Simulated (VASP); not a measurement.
# Pd (I4/mmm) in VASP: further runs

Pd is run at these levels: LDA; tasks: single point.

Everything below comes from runs of VASP 6.6.1. Logs are shortened: lines on timing, memory, paths and dates and some standing lists are left out, and cuts for length are marked.

## (1) The cell of the first run

The structure is tetragonal, space group I4/mmm (No. 139). Conventional cell: a = 2.751 Å, b = 2.751 Å, c = 4.006 Å, α = 90.00°, β = 90.00°, γ = 90.00°. Pd (site symmetry 4/mmm) has 12 Pd at 2.75 to 2.79 Å within 3.6 Å.

## (2) Single point, LDA (zz strain of +3 %)

INCAR

```
SYSTEM = Pd
PREC     = Accurate       ! precision mode
ENCUT    = 520            ! plane-wave cutoff, eV
EDIFF    = 1E-7           ! SCF threshold, eV
ISMEAR   = -1             ! smearing method
SIGMA    = 0.05           ! smearing width, eV
LREAL    = .FALSE.        ! projectors in reciprocal space
LASPH    = .TRUE.         ! aspherical terms in the spheres
NELM     = 100            ! most SCF steps
ALGO     = Normal         ! electronic algorithm
ISIF     = 2              ! what is computed and relaxed
LWAVE    = .FALSE.        ! write WAVECAR
LCHARG   = .FALSE.        ! write CHGCAR
GGA      = CA             ! functional
NBANDS   = 11             ! bands
```

KPOINTS

```
Automatic mesh
0
G
  18 18 18
  0 0 0
```

POSCAR

```
Pd
1.0
    0.0000000000      1.9449000000      2.0032470000
    1.9449000000      0.0000000000      2.0032470000
    1.9449000000      1.9449000000      0.0000000000
Pd
1
Direct
    0.0000000000      0.0000000000      0.0000000000
```

Potentials or basis: VASP PAW LDA potentials, release 64 (Pd).

Run with:

```sh
cat potpaw_LDA.64/Pd/POTCAR > POTCAR
mpirun -np 1 vasp_std > vasp.out
```

OUTCAR:

```text
SYSTEM = Pd
   PREC = Accurate
   ENCUT = 520
   EDIFF = 1E-7
   ISMEAR = -1
   LREAL = .FALSE.
   LASPH = .TRUE.
   NELM = 100
   ISIF = 2
   GGA = CA

 ion  position               nearest neighbor table
   1  0.000  0.000  0.000-

  LATTYP: Found a body centered tetragonal cell.
 ALAT       =     2.7505039575
 C/A-ratio  =     1.4566399692

  Lattice vectors:

 A1 = (  -1.9449000000,   0.0000000000,   2.0032470000)
 A2 = (   1.9449000000,   0.0000000000,   2.0032470000)
 A3 = (   0.0000000000,   1.9449000000,  -2.0032470000)

Analysis of symmetry for initial positions (statically):
=====================================================================
 Subroutine PRICEL returns:
 Original cell was already a primitive cell.

 Routine SETGRP: Setting up the symmetry group for a
 body centered tetragonal supercell.

 Subroutine GETGRP returns: Found 16 space group operations
 (whereof 16 operations were pure point group operations)
 out of a pool of 16 trial point group operations.

The static configuration has the point symmetry D_4h.

Analysis of symmetry for dynamics (positions and initial velocities):
=====================================================================
 Subroutine PRICEL returns:
 Original cell was already a primitive cell.

 Routine SETGRP: Setting up the symmetry group for a
 body centered tetragonal supercell.

 Subroutine GETGRP returns: Found 16 space group operations
 (whereof 16 operations were pure point group operations)
 out of a pool of 16 trial point group operations.

The dynamic configuration has the point symmetry D_4h.

 Subroutine INISYM returns: Found 16 space group operations
 (whereof 16 operations are pure point group operations),
 and found     1 'primitive' translations

----------------------------------------------------------------------------------------

                                     Primitive cell

  volume of cell :      15.1551

  direct lattice vectors                    reciprocal lattice vectors
     0.000000000  1.944900000  2.003247000    -0.257082626  0.257082626  0.249594783
     1.944900000  0.000000000  2.003247000     0.257082626 -0.257082626  0.249594783
     1.944900000  1.944900000  0.000000000     0.257082626  0.257082626 -0.249594783

  length of vectors
     2.792066359  2.792066359  2.750503957     0.440999444  0.440999444  0.440999444

  position of ions in fractional coordinates (direct lattice)
     0.000000000  0.000000000  0.000000000

  ion indices of the primitive-cell ions
   primitive index   ion index
                 1           1

----------------------------------------------------------------------------------------

 KPOINTS: Automatic mesh

Automatic generation of k-mesh.
 Grid dimensions read from file:
 generate k-points for:   18   18   18

 Generating k-lattice:

  Cartesian coordinates                     Fractional coordinates (reciprocal lattice)
    -0.014282368  0.014282368  0.013866377     0.055555556  0.000000000  0.000000000
     0.014282368 -0.014282368  0.013866377     0.000000000  0.055555556  0.000000000
     0.014282368  0.014282368 -0.013866377     0.000000000  0.000000000  0.055555556

  Length of vectors
     0.024499969  0.024499969  0.024499969

  Shift w.r.t. Gamma in fractional coordinates (k-lattice)
     0.000000000  0.000000000  0.000000000

 Subroutine IBZKPT returns following result:
 ===========================================

 Found    480 irreducible k-points:

 Following reciprocal coordinates:
            Coordinates               Weight
  0.000000  0.000000  0.000000      1.000000
  0.055556  0.000000  0.000000      8.000000
  0.111111  0.000000  0.000000      8.000000
  0.166667  0.000000  0.000000      8.000000
  0.222222  0.000000  0.000000      8.000000
  0.277778 -0.000000  0.000000      8.000000
[... 16 lines left out ...]
 -0.277778  0.055556  0.000000      8.000000
 -0.222222  0.055556  0.000000      8.000000
 [... further k-points ...]
   k-points           NKPTS =    480   k-points in BZ     NKDIM =    480   number of bands    NBANDS=     11
   number of dos      NEDOS =    301   number of ions     NIONS =      1
   total plane-waves  NPLWV =  11520
   dimension x,y,z NGX =    24 NGY =   24 NGZ =   20
   dimension x,y,z NGXF=    48 NGYF=   48 NGZF=   40
   ions per type =               1
   NGX,Y,Z   is equivalent  to a cutoff of  14.29, 14.29, 12.09 a.u.
   NGXF,Y,Z  is equivalent  to a cutoff of  28.58, 28.58, 24.18 a.u.
 SYSTEM =  Pd
   PREC   = accura    normal or accurate (medium, high low for compatibility)
   ISTART =      0    job   : 0-new  1-cont  2-samecut
   ICHARG =      2    charge: 1-file 2-atom 10-const
   ISPIN  =      1    spin polarized calculation?
   LNONCOLLINEAR =      F non collinear calculations
   LSORBIT =      F    spin-orbit coupling
   LASPH  =      T    aspherical Exc in radial PAW
   ENCUT  =  520.0 eV  38.22 Ry    6.18 a.u.   5.19  5.19  5.11*2*pi/ulx,y,z
   NELM   =    100;   NELMIN=  2; NELMDL= -5     # of ELM steps
   EDIFF  = 0.1E-06   stopping-criterion for ELM
   LREAL  =      F    real-space projection
   EDIFFG = 0.1E-05   stopping-criterion for IOM
   NSW    =      0    number of steps for IOM
   IBRION =     -1    ionic relax: 0-MD 1-quasi-New 2-CG
   NFREE  =      0    steps in history (QN), initial steepest desc. (CG)
   ISIF   =      2    stress and relaxation
   ISYM   =      2    0-nonsym 1-usesym 2-fastsym
   POTIM  = 0.5000    time-step for ionic-motion
   TEBEG  =    0.0;   TEEND  =   0.0 temperature during run
   PSTRESS=    0.0 pullay stress
   NELECT =      10.0000    total number of electrons
   NUPDOWN=      -1.0000    fix difference up-down
   EMIN   =  10.00;   EMAX   =-10.00  energy-range for DOS
   EFERMI =   0.00;   METHOD = LEGACY
   ISMEAR =    -1;   SIGMA  =   0.05  broadening in eV -4-tet -1-fermi 0-gaus
   EFERMI_NEDOS =   21; number of points for ismear=-14 and -15
   IALGO  =     38    algorithm
   IMIX   =      4    mixing-type and parameters
     AMIX     =   0.40;   BMIX     =  1.00
     AMIX_MAG =   1.60;   BMIX_MAG =  1.00
  volume/ion in A,a.u.               =      15.16       102.27
  Fermi-wavevector in a.u.,A,eV,Ry     =   1.425242  2.693316 27.637699  2.031314
  Thomas-Fermi vector in A             =   2.545647
   LORBIT       =      0    0 simple, 1 ext, 2 COOP (PROOUT), +10 PAW based schemes
   GGA     = CA    functional components
   LHFCALC =     F    Hartree Fock is set to
   AEXX    =    0.0000 exact exchange contribution
   IVDW    =     0    specifies the selected vdW correction
   LEPSILON=     F    determine dielectric tensor
   LRPA    =     F    only Hartree local field effects (RPA)
 non-spin polarized calculation
  energy-cutoff  :      520.00
  volume of cell :       15.16
 maximum number of plane-waves:       420
 NGX is ok and might be reduce to    24
   NGX = 11   NGY = 11   NGZ = 11

 number of electron      10.0000000 magnetization

 number of electron       9.9999998 magnetization

 Free energy of the ion-electron system (eV)
  ---------------------------------------------------
  ext. energy  EPLUGINS =         0.00000000
  ---------------------------------------------------
  free energy    TOTEN  =        -6.46356516 eV

  energy without entropy =       -6.44478640  energy(sigma->0) =       -6.45417578

 E-fermi :   9.1352     XC(G=0): -13.3522

 val. band max:        9.1339744557   @ k =  -0.4444   0.0556   0.2778
 cond. band min:       9.1353121844   @ k =   0.5000   0.3333   0.0556
 fundamental gap:      0.0013377287
 Fermi energy:         9.1351640242

 k-point     1 :       0.0000    0.0000    0.0000
  band No.  band energies     occupation
      1       2.1058      2.00000
      2       6.2023      2.00000
      3       6.4806      2.00000
      4       6.4806      2.00000
      5       7.8117      2.00000
      6       8.0999      2.00000
      7      26.2685      0.00000
      8      30.3882      0.00000
      9      31.0329      0.00000
     10      31.0329      0.00000
     11      35.0034      0.00000

 k-point     2 :       0.0556    0.0000    0.0000
  band No.  band energies     occupation
      1       2.2157      2.00000
      2       6.2145      2.00000
      3       6.4677      2.00000
      4       6.5183      2.00000
      5       7.7975      2.00000
      6       8.0778      2.00000
      7      26.3811      0.00000
      8      29.9879      0.00000
      9      30.8090      0.00000
     10      31.1542      0.00000
     11      35.0435      0.00000

 k-point     3 :       0.1111    0.0000    0.0000
  band No.  band energies     occupation
      1       2.5338      2.00000
      2       6.1989      2.00000
      3       6.4840      2.00000
      4       6.6187      2.00000
      5       7.7733      2.00000
      6       8.0269      2.00000
      7      26.6159      0.00000
      8      28.5576      0.00000
      9      31.0747      0.00000
     10      31.4949      0.00000
     11      35.6150      0.00000

 k-point     4 :       0.1667    0.0000    0.0000
  band No.  band energies     occupation
      1       3.0159      2.00000
      2       6.1423      2.00000
      3       6.5522      2.00000
      4       6.7375      2.00000
      5       7.7957      2.00000
      6       7.9958      2.00000
      7      26.1544      0.00000
      8      27.5120      0.00000
      9      31.5649      0.00000
     10      31.9744      0.00000
     11      34.8980      0.00000

 k-point     5 :       0.2222    0.0000    0.0000
  band No.  band energies     occupation
      1       3.5511      2.00000
      2       6.1996      2.00000
      3       6.5757      2.00000
      4       6.8016      2.00000
      5       7.9373      2.00000
      6       8.0598      2.00000
      7      24.3776      0.00000
      8      27.3865      0.00000
      9      32.0411      0.00000
     10      32.3949      0.00000
     11      34.3856      0.00000
[... 211 lines left out ...]
 k-point    21 :      -0.3889    0.0556    0.0000
  band No.  band energies     occupation
      1       4.1123      2.00000
      2       6.2600      2.00000
      3       6.5905      2.00000
      4       8.2295      2.00000
      5       8.7510      1.99908
      6       9.8585      0.00000
      7      17.7954      0.00000
      8      25.8433      0.00000
      9      29.1765      0.00000
     10      30.9810      0.00000
     11      35.0610      0.00000

 k-point    22 :      -0.3333    0.0556    0.0000
  band No.  band energies     occupation
      1       4.1549      2.00000
      2       6.3571      2.00000
      3       6.6797      2.00000
      4       7.4877      2.00000
      5       8.4518      2.00000
      6       9.1952      0.46279
      7      19.6389      0.00000
      8      26.2391      0.00000
      9      29.6999      0.00000
     10      32.0947      0.00000
     11      34.7107      0.00000

 k-point    23 :      -0.2778    0.0556    0.0000
  band No.  band energies     occupation
      1       4.1018      2.00000
      2       6.4273      2.00000
      3       6.7331      2.00000
      4       6.7848      2.00000
      5       8.1370      2.00000
      6       8.6949      1.99970
      7      21.6694      0.00000
      8      26.7292      0.00000
      9      30.3669      0.00000
     10      33.4332      0.00000
     11      33.8712      0.00000

 k-point    24 :      -0.2222    0.0556    0.0000
  band No.  band energies     occupation
      1       3.8084      2.00000
      2       6.1784      2.00000
      3       6.5871      2.00000
      4       6.8513      2.00000
      5       7.8942      2.00000
      6       8.3023      2.00000
      7      23.7231      0.00000
      8      27.1507      0.00000
      9      30.7858      0.00000
     10      33.4674      0.00000
     11      33.9316      0.00000

 [... further k-points ...]

------------------------ aborting loop because EDIFF is reached ----------------------------------------

  FORCE on cell =-STRESS in cart. coord.  units (eV):
  Direction    XX          YY          ZZ          XY          YZ          ZX
  --------------------------------------------------------------------------------------
  -------------------------------------------------------------------------------------
  Total       -1.1464141     -1.1464141     -1.3092729      0.0000000      0.0000000      0.0000000
  in kB     -121.1973276   -121.1973276   -138.4145355      0.0000000      0.0000000      0.0000000
  external PRESSURE =    -126.9363969 kB  Pullay stress =       0.0000000 kB

 VOLUME and BASIS-vectors are now :
 -----------------------------------------------------------------------------
  energy-cutoff  :      520.00
  volume of cell :       15.16
      direct lattice vectors                 reciprocal lattice vectors
     0.000000000  1.944900000  2.003247000    -0.257082626  0.257082626  0.249594783
     1.944900000  0.000000000  2.003247000     0.257082626 -0.257082626  0.249594783
     1.944900000  1.944900000  0.000000000     0.257082626  0.257082626 -0.249594783

 POSITION                                       TOTAL-FORCE (eV/Angst)
 -----------------------------------------------------------------------------------
      0.00000      0.00000      0.00000         0.000000      0.000000      0.000000
 -----------------------------------------------------------------------------------
    total drift:                                0.000000      0.000000     -0.000000

  FREE ENERGIE OF THE ION-ELECTRON SYSTEM (eV)
  ---------------------------------------------------
  free  energy   TOTEN  =        -6.4635651579 eV

  energy  without entropy=       -6.4447863961  energy(sigma->0) =       -6.45417578
```

Wall time 60 s (1 thread of Intel Xeon 8259CL, shared host); peak memory 0.19 GiB.

Results:

```yaml
Free_energy: -6.4636 eV
Pressure: -12.7 GPa
Band_gap_on_the_k_mesh: zero (bands 5 and 6 overlap by 1.61 eV)
```

Caveat: the cell differs from its parent crystal (zz strain of +3 %); the cell stands under tension.

## (3) Single point, LDA (equal xx and yy strain of +2 %)

INCAR

```
SYSTEM = Pd
ALGO = Normal
EDIFF = 1E-7
ENCUT = 520
ISIF = 2
ISMEAR = -1
LASPH = .TRUE.
LCHARG = .TRUE.
LELF = .TRUE.
LREAL = .FALSE.
LVHAR = .TRUE.
LWAVE = .FALSE.
NBANDS = 11
NELM = 100
PREC = Accurate
SIGMA = 0.05
```

KPOINTS

```
k-points
0
G
  18 18 18
  0 0 0
```

POSCAR

```
Pd
1.0
    0.0000000000      1.9837980000      1.9449000000
    1.9837980000      0.0000000000      1.9449000000
    1.9837980000      1.9837980000      0.0000000000
Pd
1
Direct
    0.0000000000      0.0000000000      0.0000000000
```

Potentials or basis: VASP PAW LDA potentials, release 64 (Pd).

Run with:

```sh
cat potpaw_LDA.64/Pd/POTCAR > POTCAR
mpirun -np 1 vasp_std > vasp.out
```

Run time: 66 s. Hardware: 1 thread of Intel Xeon 8259CL, shared host; peak memory 0.2 GiB.

It converged, with:

* Free energy: -6.4517 eV
* Pressure: -14.2 GPa
* Band gap on the k mesh: zero (bands 5 and 6 overlap by 1.52 eV)

Stress tensor (GPa, compression positive):
```
-14.54   0.00   0.00
  0.00 -14.54   0.00
  0.00   0.00 -13.60
```

Levels at points of the mesh, in eV from the Fermi level:
| k point | band 1 | band 2 | band 3 | band 4 | band 5 | band 6 | band 7 | band 8 | band 9 | band 10 |
| --- | --- | --- | --- | --- | --- | --- | --- | --- | --- | --- |
| (0.00, 0.00, 0.00) | -6.95 | -2.76 | -2.76 | -2.59 | -1.25 | -1.07 | 17.12 | 21.47 | 21.47 | 21.91 |
| (0.50, 0.00, 0.00) | -5.07 | -2.82 | -2.65 | -0.06 | 0.02 | 1.02 | 6.96 | 16.46 | 20.34 | 20.78 |
| (0.50, 0.50, 0.00) | -5.12 | -4.85 | -0.04 | 0.27 | 0.27 | 3.51 | 10.68 | 12.62 | 12.62 | 20.76 |
| (0.50, 0.00, 0.50) | -5.12 | -4.86 | -0.04 | 0.21 | 0.32 | 3.13 | 10.15 | 12.94 | 13.03 | 21.10 |

Caveat: the cell differs from its parent crystal (equal xx and yy strain of +2 %); the cell stands under tension.

(Continued in part 2 of 2.)
